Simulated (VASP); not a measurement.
Input of a VASP 6.6.1 run:

POSCAR

```
AlCo3
1.0
    3.5749480000      0.0000000000      0.0000000000
    0.0000000000      3.5749480000      0.0000000000
    0.0000000000      0.0000000000      3.5749480000
Al Co
1 3
Direct
    0.0000000000      0.0000000000      0.0000000000
    0.5000000000      0.5000000000      0.0000000000
    0.5000000000      0.0000000000      0.5000000000
    0.0000000000      0.5000000000      0.5000000000
```

Contents of INCAR.step1:

```
  PREC = Accurate
  ENCUT = 520
  ISMEAR = 0
  SIGMA = 0.1
  LREAL = F
  LASPH = T
  NELM = 150
  ISPIN = 2
  MAGMOM = 0 1.76 1.76 1.76
  LMAXMIX = 4
  NBANDS = 27
  GGA = PE
  ALGO = Normal
  EDIFF = 1E-4
  LWAVE = T
  LCHARG = F
```

File INCAR.step2:

```
  PREC = Accurate
  ENCUT = 520
  EDIFF = 1E-7
  ISMEAR = 0
  SIGMA = 0.1
  LREAL = F
  LASPH = T
  NELM = 150
  ALGO = Normal
  ISIF = 2
  LWAVE = F
  LCHARG = T
  ISPIN = 2
  MAGMOM = 0 1.76 1.76 1.76
  LORBIT = 11
  LMAXMIX = 4
  METAGGA = R2SCAN
  LMIXTAU = T
  LELF = T
  LVHAR = T
  NBANDS = 27
  ISTART = 1
```

File KPOINTS:

```
regular mesh
0
Gamma
  8 8 8
```

Potentials or basis: VASP PAW PBE potentials, release 64 (Al, Co).

Run with:

```bash
$ cat potpaw_PBE.64/Al/POTCAR potpaw_PBE.64/Co/POTCAR > POTCAR
$ cp INCAR.step1 INCAR
$ mpirun -np 1 vasp_std > vasp.out
$ cp INCAR.step2 INCAR
$ mpirun -np 1 vasp_std > vasp.out
```

(1) What does it give for the site moments?

(2) What does it give for the net moment?

(3) What does it give for the pressure?

Results:

(1) Al -0.04; Co +1.58 μB.

(2) 4.52 μB per cell.

(3) 1.4 GPa.

Caveat: the PAW data sets were made with another functional, which shifts forces and pressure a little.
